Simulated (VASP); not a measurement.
# Ti16H (a cell with a defect) in VASP: a series of runs

The runs below take Ti16H (a cell with a defect) through single point, with PBE.

Program: VASP 6.6.1. These are calculated values, not measurements. Logs are shortened: lines on timing, memory, paths and dates and some standing lists are left out, and cuts for length are marked.

**1. The cell of the first run**

The cell holds a defect, 17 atoms: a = 5.879 Å, b = 5.879 Å, c = 9.297 Å, α = 90.00°, β = 90.00°, γ = 120.00°.

**2. Single point, PBE**

File INCAR:

```
ALGO     = Normal         # electronic algorithm
EDIFF    = 1E-6           # SCF threshold, eV
ENCUT    = 520            # plane-wave cutoff, eV
GGA      = PE             # functional
ISIF     = 2              # what is computed and relaxed
ISMEAR   = 1              # smearing method
LASPH    = T              # aspherical terms in the spheres
LCHARG   = F              # write CHGCAR
LREAL    = Auto         
LWAVE    = F              # write WAVECAR
NBANDS   = 110            # bands
NELM     = 80             # most SCF steps
PREC     = Accurate       # precision mode
SIGMA    = 0.1            # smearing width, eV
```

File KPOINTS:

```
k-points
0
Gamma
  4 4 2
```

File POSCAR:

```
Ti16H
1.0
    5.8787149800      0.0000000600      0.0000000000
   -2.9393575400      5.0911164800      0.0000000000
    0.0000000000      0.0000000000      9.2970418600
Ti H
16 1
Direct
    0.1688624347      0.3334531819      0.1254125794
    0.3294958432      0.1564519263      0.3747251064
    0.1582594673      0.3277870379      0.6253339597
    0.3348363450      0.1680613640      0.8745335476
    0.1670396381      0.8325749384      0.1224590593
    0.3292692690      0.6701832483      0.3743655296
    0.1673486460      0.8323237165      0.6272701670
    0.3348466237      0.6642352406      0.8743856511
    0.6659631793      0.3337340575      0.1254885175
    0.8340458281      0.1655214437      0.3726504680
    0.6721247531      0.3279433826      0.6253321312
    0.8335849675      0.1655220330      0.8772162289
    0.6657772132      0.8300611421      0.1251889598
    0.8432663211      0.6703932159      0.3743658523
    0.6719102596      0.8414005015      0.6251169014
    0.8313403577      0.6645251515      0.8742923956
    0.5006703088      0.4994550763      0.4996558120
```

Potentials or basis: VASP PAW PBE potentials, release 64 (Ti_sv, H).

On the command line:

```
cat potpaw_PBE.64/Ti_sv/POTCAR potpaw_PBE.64/H/POTCAR > POTCAR
mpirun -np 1 vasp_std > vasp.out
```

OUTCAR:

```text
EDIFF = 1E-6
   ENCUT = 520
   GGA = PE
   ISIF = 2
   ISMEAR = 1
   LASPH = T
   LREAL = Auto
   NELM = 80
   PREC = Accurate

 ion  position               nearest neighbor table
   1  0.169  0.333  0.125-  10 2.86  12 2.87   8 2.88   4 2.88   6 2.88   2 2.89  13 2.92
   2  0.329  0.156  0.375-  14 2.86   6 2.86   5 2.87   7 2.87   9 2.88   1 2.89   3 2.91  11 2.91

   3  0.158  0.328  0.625-  11 2.86  15 2.86  12 2.87  10 2.87   8 2.88   4 2.88   2 2.91   6 2.91

   4  0.335  0.168  0.875-   7 2.86   5 2.87   9 2.88   1 2.88   3 2.88  11 2.88   8 2.92  16 2.92

   5  0.167  0.833  0.122-  14 2.86   6 2.87   2 2.87   4 2.87  16 2.87   8 2.87
   6  0.329  0.670  0.374-  14 2.86   2 2.86   5 2.87   7 2.87   1 2.88  13 2.88  15 2.91   3 2.91

   7  0.167  0.832  0.627-   8 2.86  16 2.86   4 2.86   2 2.87   6 2.87  14 2.87
   8  0.335  0.664  0.874-   7 2.86   5 2.87  13 2.88   1 2.88   3 2.88  15 2.88   4 2.92  16 2.92

   9  0.666  0.334  0.125-  10 2.87  12 2.87   4 2.88  16 2.88  14 2.88   2 2.88  13 2.92
  10  0.834  0.166  0.373-   1 2.86  13 2.87   9 2.87  15 2.87   3 2.87  11 2.87
  11  0.672  0.328  0.625-   3 2.86  15 2.86  12 2.86  10 2.87  16 2.88   4 2.88   2 2.91  14 2.91

  12  0.834  0.166  0.877-  11 2.86   3 2.87  15 2.87  13 2.87   1 2.87   9 2.87
  13  0.666  0.830  0.125-  10 2.87  12 2.87   8 2.88  16 2.88   6 2.88  14 2.88   9 2.92   1 2.92

  14  0.843  0.670  0.374-   6 2.86   2 2.86   5 2.86   7 2.87   9 2.88  13 2.88  15 2.91  11 2.91

  15  0.672  0.841  0.625-   3 2.86  11 2.86  12 2.87  10 2.87  16 2.88   8 2.88  14 2.91   6 2.91

  16  0.831  0.665  0.874-   7 2.86   5 2.87  13 2.88   9 2.88  11 2.88  15 2.88   8 2.92   4 2.92

  17  0.501  0.499  0.500-

  LATTYP: Found a hexagonal cell.
 ALAT       =     5.8787149800
 C/A-ratio  =     1.5814751849

  Lattice vectors:

 A1 = (   5.8787149800,   0.0000000600,   0.0000000000)
 A2 = (  -2.9393575400,   5.0911164800,   0.0000000000)
 A3 = (   0.0000000000,   0.0000000000,   9.2970418600)

Analysis of symmetry for initial positions (statically):
=====================================================================
 Subroutine PRICEL returns:
 Original cell was already a primitive cell.

 Routine SETGRP: Setting up the symmetry group for a
 hexagonal supercell.

 Subroutine GETGRP returns: Found  1 space group operations
 (whereof  1 operations were pure point group operations)
 out of a pool of 24 trial point group operations.

The static configuration has the point symmetry C_1 .

Analysis of symmetry for dynamics (positions and initial velocities):
[... 142 lines left out ...]
   ISIF   =      2    stress and relaxation
   ISYM   =      2    0-nonsym 1-usesym 2-fastsym
   POTIM  = 0.5000    time-step for ionic-motion
   TEBEG  =    0.0;   TEEND  =   0.0 temperature during run
   PSTRESS=    0.0 pullay stress
   NELECT =     193.0000    total number of electrons
   NUPDOWN=      -1.0000    fix difference up-down
   EMIN   =  10.00;   EMAX   =-10.00  energy-range for DOS
   EFERMI =   0.00;   METHOD = LEGACY
   ISMEAR =     1;   SIGMA  =   0.10  broadening in eV -4-tet -1-fermi 0-gaus
   EFERMI_NEDOS =   21; number of points for ismear=-14 and -15
   IALGO  =     38    algorithm
   IMIX   =      4    mixing-type and parameters
     AMIX     =   0.40;   BMIX     =  1.00
     AMIX_MAG =   1.60;   BMIX_MAG =  1.00
  volume/ion in A,a.u.               =      16.37       110.46
  Fermi-wavevector in a.u.,A,eV,Ry     =   1.449152  2.738500 28.572789  2.100041
  Thomas-Fermi vector in A             =   2.566911
   LORBIT       =      0    0 simple, 1 ext, 2 COOP (PROOUT), +10 PAW based schemes
   GGA     = PE    functional components
   LHFCALC =     F    Hartree Fock is set to
   AEXX    =    0.0000 exact exchange contribution
   IVDW    =     0    specifies the selected vdW correction
   LEPSILON=     F    determine dielectric tensor
   LRPA    =     F    only Hartree local field effects (RPA)
 non-spin polarized calculation
 Methfessel and Paxton  Order N= 1 SIGMA  =   0.10
  energy-cutoff  :      520.00
  volume of cell :      278.25
 maximum number of plane-waves:      7520
 NGX is ok and might be reduce to    48
   NGX = 21   NGY = 21   NGZ = 35

 number of electron     193.0000021 magnetization

 Free energy of the ion-electron system (eV)
  ---------------------------------------------------
  ext. energy  EPLUGINS =         0.00000000
  ---------------------------------------------------
  free energy    TOTEN  =      -129.31175163 eV

  energy without entropy =     -129.32142621  energy(sigma->0) =     -129.31497649

 E-fermi :   8.4525     XC(G=0): -11.5331

 val. band max:        8.4416950727   @ k =   0.5000   0.5000   0.5000
 cond. band min:       8.4790803848   @ k =  -0.2500   0.5000   0.5000
 fundamental gap:      0.0373853121
 Fermi energy:         8.4524541848

 k-point     1 :       0.0000    0.0000    0.0000
  band No.  band energies     occupation
      1     -48.4733      2.00000
      2     -48.4074      2.00000
      3     -48.4042      2.00000
      4     -48.3601      2.00000
      5     -48.3598      2.00000
      6     -48.3545      2.00000
[... 2209 lines left out ...]
    107       9.0600     -0.00000
    108       9.1071     -0.00000
 [bands above 108 left out]

------------------------ aborting loop because EDIFF is reached ----------------------------------------

  FORCE on cell =-STRESS in cart. coord.  units (eV):
  Direction    XX          YY          ZZ          XY          YZ          ZX
  --------------------------------------------------------------------------------------
  -------------------------------------------------------------------------------------
  Total        0.1420269      0.1639877      1.4484292      0.0075674      0.0024851     -0.0094851
  in kB        0.8177886      0.9442384      8.3400302      0.0435727      0.0143089     -0.0546149
  external PRESSURE =       3.3673524 kB  Pullay stress =       0.0000000 kB

 VOLUME and BASIS-vectors are now :
 -----------------------------------------------------------------------------
  energy-cutoff  :      520.00
  volume of cell :      278.25
      direct lattice vectors                 reciprocal lattice vectors
     5.878714980  0.000000060  0.000000000     0.170105201  0.098210286  0.000000000
    -2.939357540  5.091116480  0.000000000    -0.000000002  0.196420569  0.000000000
     0.000000000  0.000000000  9.297041860     0.000000000  0.000000000  0.107561095

 POSITION                                       TOTAL-FORCE (eV/Angst)
 -----------------------------------------------------------------------------------
      0.01256      1.69765      1.16597        -0.000734     -0.004434      0.008171
      1.47714      0.79652      3.48384        -0.005398     -0.016111     -0.011651
     -0.03312      1.66880      5.81376        -0.017952     -0.007445     -0.008075
      1.47441      0.85562      8.13058         0.006625     -0.020958     -0.003117
     -1.46526      4.23874      1.13851        -0.000990     -0.003800      0.005288
     -0.03423      3.41198      3.48049        -0.015764      0.009438      0.009755
[... 9 lines left out ...]
      2.93394      3.38318      8.12833         0.019790      0.009249      0.001258
      1.47522      2.54278      4.64532         0.004715     -0.006302      0.006494
 -----------------------------------------------------------------------------------
    total drift:                               -0.035564      0.018248      0.008966

  FREE ENERGIE OF THE ION-ELECTRON SYSTEM (eV)
  ---------------------------------------------------
  free  energy   TOTEN  =      -129.3117516265 eV

  energy  without entropy=     -129.3214262068  energy(sigma->0) =     -129.31497649
```

OSZICAR:

```text
N       E                     dE             d eps       ncg     rms          rms(c)
DAV:   1     0.294861351059E+04    0.29486E+04   -0.95707E+04  4464   0.220E+03
DAV:   2     0.305360931604E+03   -0.26433E+04   -0.26081E+04  4400   0.709E+02
DAV:   3    -0.636708443296E+02   -0.36903E+03   -0.35406E+03  6312   0.225E+02
DAV:   4    -0.137951344742E+03   -0.74281E+02   -0.72977E+02  6416   0.810E+01
[... 12 lines left out ...]
DAV:  17    -0.129311757662E+03    0.16707E-04   -0.13681E-04  5776   0.933E-02    0.119E-02
DAV:  18    -0.129311755172E+03    0.24899E-05   -0.47820E-05  6048   0.470E-02    0.140E-02
DAV:  19    -0.129311749258E+03    0.59141E-05   -0.24928E-05  5664   0.375E-02    0.407E-03
DAV:  20    -0.129311750887E+03   -0.16292E-05   -0.27012E-06  3616   0.109E-02    0.217E-03
DAV:  21    -0.129311751626E+03   -0.73958E-06   -0.82246E-07  3024   0.823E-03
   1 F= -.12931175E+03 E0= -.12931498E+03  d E =0.967458E-02
```

stdout:

```text
POSCAR found type information on POSCAR TiH
 POSCAR found :  2 types and      17 ions
 scaLAPACK will be used
 LDA part: xc-table for (Slater+PW92), standard interpolation
 POSCAR, INCAR and KPOINTS ok, starting setup
 FFT: planning ... GRIDC
 FFT: planning ... GRID_SOFT
 FFT: planning ... GRID
 WAVECAR not read
 entering main loop
```

Wall time 42 min (1 thread of Intel Xeon Platinum 8259CL at 2.50GHz (Skylake/Cascade Lake), shared host); peak memory 0.63 GiB.

What came out:

* Free energy: -129.3118 eV
* Pressure: 0.3 GPa
* Largest force: 0.033 eV/Å
* Band gap on the k mesh: zero (an odd number of electrons rules out a gap without spin polarisation)

Forces on the atoms (eV/Å):
```
Ti  -0.001 -0.004  0.008
Ti  -0.005 -0.016 -0.012
Ti  -0.018 -0.007 -0.008
Ti   0.007 -0.021 -0.003
Ti  -0.001 -0.004  0.005
Ti  -0.016  0.009  0.010
Ti   0.006 -0.004 -0.009
Ti  -0.026  0.017 -0.012
Ti   0.014 -0.014 -0.001
Ti  -0.003  0.002  0.001
Ti   0.013 -0.015 -0.008
Ti  -0.006  0.004 -0.003
Ti  -0.002  0.018  0.013
Ti   0.020  0.012  0.013
Ti  -0.005  0.021 -0.004
Ti   0.020  0.009  0.001
H    0.005 -0.006  0.006
```

Stress tensor (GPa, compression positive):
```
 0.08  0.00 -0.01
 0.00  0.09  0.00
-0.01  0.00  0.83
```

Levels at points of the mesh, in eV from the Fermi level:
| k point | band 93 | band 94 | band 95 | band 96 | band 97 | band 98 | band 99 | band 100 | band 101 | band 102 |
| --- | --- | --- | --- | --- | --- | --- | --- | --- | --- | --- |
| (0.00, 0.00, 0.00) | -0.09 | 0.04 | 0.33 | 0.33 | 0.42 | 0.43 | 0.50 | 0.50 | 0.51 | 0.60 |
| (0.50, 0.00, 0.00) | -0.60 | -0.57 | -0.53 | -0.52 | -0.27 | -0.26 | -0.19 | -0.17 | 0.05 | 0.14 |
| (0.00, 0.50, 0.00) | -0.61 | -0.57 | -0.53 | -0.52 | -0.27 | -0.26 | -0.19 | -0.18 | 0.05 | 0.14 |
| (0.50, 0.50, 0.00) | -0.60 | -0.57 | -0.53 | -0.52 | -0.27 | -0.26 | -0.19 | -0.17 | 0.05 | 0.14 |
| (0.00, 0.00, 0.50) | -0.21 | 0.12 | 0.46 | 0.46 | 0.52 | 0.55 | 0.55 | 0.57 | 0.68 | 0.68 |
| (0.50, 0.00, 0.50) | -0.51 | -0.44 | -0.34 | -0.32 | -0.01 | 0.06 | 0.08 | 0.15 | 0.16 | 0.19 |
| (0.00, 0.50, 0.50) | -0.51 | -0.44 | -0.34 | -0.32 | -0.01 | 0.06 | 0.08 | 0.15 | 0.16 | 0.19 |
| (0.50, 0.50, 0.50) | -0.51 | -0.44 | -0.34 | -0.32 | -0.01 | 0.06 | 0.08 | 0.15 | 0.16 | 0.19 |

**3. Single point, PBE**

File INCAR:

```
SYSTEM = Ti16H
ALGO     = Normal         ! electronic algorithm
EDIFF    = 1E-6           ! SCF threshold, eV
ENCUT    = 520            ! plane-wave cutoff, eV
GGA      = PE             ! functional
ISIF     = 2              ! what is computed and relaxed
ISMEAR   = 1              ! smearing method
LASPH    = .True.         ! aspherical terms in the spheres
LCHARG   = .False.        ! write CHGCAR
LREAL    = Auto         
LWAVE    = .False.        ! write WAVECAR
NBANDS   = 110            ! bands
NELM     = 80             ! most SCF steps
PREC     = Accurate       ! precision mode
SIGMA    = 0.1            ! smearing width, eV
```

File KPOINTS:

```
k-points
0
Gamma
  4 4 2
  0 0 0
```

File POSCAR:

```
Ti16H
1.0
    5.8787149800      0.0000000600      0.0000000000
   -2.9393575400      5.0911164800      0.0000000000
    0.0000000000      0.0000000000      9.2970418600
Ti H
16 1
Direct
    0.1575141199      0.3283667662      0.1245183602
    0.3288962506      0.1570713245      0.3753883237
    0.1689567862      0.3340613723      0.6242603522
    0.3345494041      0.1684582358      0.8756498284
    0.1668295318      0.8330214396      0.1227619611
    0.3288960226      0.6709889186      0.3753905041
    0.1668372062      0.8330025041      0.6272076513
    0.3345575393      0.6652631265      0.8756500345
    0.6714600349      0.3283819363      0.1245244825
    0.8335285782      0.1663531772      0.3771536491
    0.6657568617      0.3340741028      0.6242613019
    0.8334912438      0.1663388882      0.8727012838
    0.6714620843      0.8423047163      0.1245272784
    0.8428570554      0.6710224612      0.3753911529
    0.6657630269      0.8308709095      0.6242631380
    0.8313486032      0.6652684634      0.8756531519
    0.5001763010      0.4996940793      0.2499618098
```

Potentials or basis: VASP PAW PBE potentials, release 64 (Ti_sv, H).

On the command line:

```
cat potpaw_PBE.64/Ti_sv/POTCAR potpaw_PBE.64/H/POTCAR > POTCAR
mpirun -np 1 vasp_std > vasp.out
```

OUTCAR:

```text
SYSTEM = Ti16H
   EDIFF = 1E-6
   ENCUT = 520
   GGA = PE
   ISIF = 2
   ISMEAR = 1
   LASPH = .True.
   LREAL = Auto
   NELM = 80
   PREC = Accurate

 ion  position               nearest neighbor table
   1  0.158  0.328  0.125-  13 2.86   9 2.86  12 2.86  10 2.87   8 2.88   4 2.88   6 2.91   2 2.91

   2  0.329  0.157  0.375-  14 2.86   6 2.86   7 2.86   5 2.87  11 2.88   3 2.88   9 2.91   1 2.91

   3  0.169  0.334  0.624-  10 2.86  12 2.87   6 2.88   2 2.88   4 2.88   8 2.88  11 2.92  15 2.92
[... 19 lines left out ...]
  15  0.666  0.831  0.624-  10 2.86  12 2.87   6 2.88  14 2.88  16 2.88   8 2.88  11 2.92   3 2.92

[... 2448 lines left out ...]
  Total        0.1352509      0.1397782      1.5462456      0.0253205     -0.0031551      0.0071238
  in kB        0.7787725      0.8048402      8.9032554      0.1457948     -0.0181671      0.0410186
  external PRESSURE =       3.4956227 kB  Pullay stress =       0.0000000 kB

 VOLUME and BASIS-vectors are now :
 -----------------------------------------------------------------------------
  energy-cutoff  :      520.00
  volume of cell :      278.25
      direct lattice vectors                 reciprocal lattice vectors
     5.878714980  0.000000060  0.000000000     0.170105201  0.098210286  0.000000000
    -2.939357540  5.091116480  0.000000000    -0.000000002  0.196420569  0.000000000
     0.000000000  0.000000000  9.297041860     0.000000000  0.000000000  0.107561095

 POSITION                                       TOTAL-FORCE (eV/Angst)
 -----------------------------------------------------------------------------------
     -0.03921      1.67175      1.15765        -0.005430     -0.007918      0.005360
      1.47180      0.79967      3.49000         0.003293     -0.009504     -0.007092
      0.01132      1.70075      5.80377        -0.013086     -0.003213     -0.000623
      1.47156      0.85764      8.14095        -0.004313     -0.014698      0.002358
     -1.46780      4.24101      1.14132        -0.003605      0.004182      0.011569
     -0.03879      3.41608      3.49002        -0.006925      0.005175     -0.002551
[... 9 lines left out ...]
      2.93180      3.38696      8.14098         0.008478      0.010522      0.002589
      1.47161      2.54400      2.32391         0.000269      0.000166     -0.000086
 -----------------------------------------------------------------------------------
    total drift:                               -0.004091     -0.004418     -0.001137

  FREE ENERGIE OF THE ION-ELECTRON SYSTEM (eV)
  ---------------------------------------------------
  free  energy   TOTEN  =      -129.3121711105 eV

  energy  without entropy=     -129.3219787612  energy(sigma->0) =     -129.31544033
```

OSZICAR:

```text
N       E                     dE             d eps       ncg     rms          rms(c)
DAV:   1     0.294773959670E+04    0.29477E+04   -0.95713E+04  4464   0.220E+03
DAV:   2     0.305347258370E+03   -0.26424E+04   -0.26077E+04  4400   0.709E+02
DAV:   3    -0.612809117339E+02   -0.36663E+03   -0.35174E+03  6284   0.225E+02
DAV:   4    -0.137880183485E+03   -0.76599E+02   -0.75267E+02  6456   0.807E+01
[... 12 lines left out ...]
DAV:  17    -0.129312175528E+03    0.17026E-04   -0.13571E-04  6080   0.869E-02    0.120E-02
DAV:  18    -0.129312173363E+03    0.21656E-05   -0.44716E-05  5848   0.469E-02    0.132E-02
DAV:  19    -0.129312168691E+03    0.46723E-05   -0.20088E-05  5632   0.345E-02    0.364E-03
DAV:  20    -0.129312170561E+03   -0.18704E-05   -0.29374E-06  3704   0.120E-02    0.274E-03
DAV:  21    -0.129312171111E+03   -0.54957E-06   -0.10297E-06  3008   0.942E-03
   1 F= -.12931217E+03 E0= -.12931544E+03  d E =0.980765E-02
```

Run time: 49 min. Hardware: 1 thread of Intel Xeon 8259CL, shared host; peak memory 0.65 GiB.

Results:

```
Free energy            : -129.3122 eV
Pressure               : 0.3 GPa
Largest force          : 0.017 eV/Å
Band gap on the k mesh : zero (an odd number of electrons rules out a gap without spin polarisation)
```

Forces in eV/Å, atoms in the order of the input:
```
Ti  -0.005 -0.008  0.005
Ti   0.003 -0.010 -0.007
Ti  -0.013 -0.003 -0.001
Ti  -0.004 -0.015  0.002
Ti  -0.004  0.004  0.012
Ti  -0.007  0.005 -0.003
Ti   0.000  0.000 -0.012
Ti  -0.009  0.005  0.001
Ti   0.010 -0.007  0.011
Ti  -0.006  0.005 -0.012
Ti   0.015 -0.007 -0.003
Ti   0.000 -0.001  0.008
Ti   0.004  0.007  0.004
Ti   0.010  0.000 -0.007
Ti  -0.003  0.013 -0.001
Ti   0.008  0.011  0.003
H    0.000  0.000  0.000
```

Levels at points of the mesh, in eV from the Fermi level:
| k point | band 93 | band 94 | band 95 | band 96 | band 97 | band 98 | band 99 | band 100 | band 101 | band 102 |
| --- | --- | --- | --- | --- | --- | --- | --- | --- | --- | --- |
| (0.00, 0.00, 0.00) | -0.09 | 0.04 | 0.33 | 0.33 | 0.42 | 0.43 | 0.50 | 0.50 | 0.50 | 0.60 |
| (0.50, 0.00, 0.00) | -0.61 | -0.56 | -0.53 | -0.52 | -0.27 | -0.26 | -0.18 | -0.18 | 0.05 | 0.14 |
| (0.00, 0.50, 0.00) | -0.61 | -0.56 | -0.53 | -0.52 | -0.27 | -0.26 | -0.18 | -0.18 | 0.05 | 0.14 |
| (0.50, 0.50, 0.00) | -0.61 | -0.56 | -0.53 | -0.52 | -0.27 | -0.26 | -0.18 | -0.18 | 0.05 | 0.14 |
| (0.00, 0.00, 0.50) | -0.21 | 0.12 | 0.46 | 0.46 | 0.52 | 0.55 | 0.55 | 0.57 | 0.68 | 0.68 |
| (0.50, 0.00, 0.50) | -0.51 | -0.44 | -0.34 | -0.32 | -0.01 | 0.06 | 0.08 | 0.15 | 0.16 | 0.19 |
| (0.00, 0.50, 0.50) | -0.51 | -0.44 | -0.34 | -0.32 | -0.01 | 0.06 | 0.08 | 0.15 | 0.16 | 0.19 |
| (0.50, 0.50, 0.50) | -0.51 | -0.44 | -0.34 | -0.32 | -0.01 | 0.06 | 0.08 | 0.15 | 0.16 | 0.19 |

The gap in the log of VASP goes by the Fermi energy; the results here count the filled bands.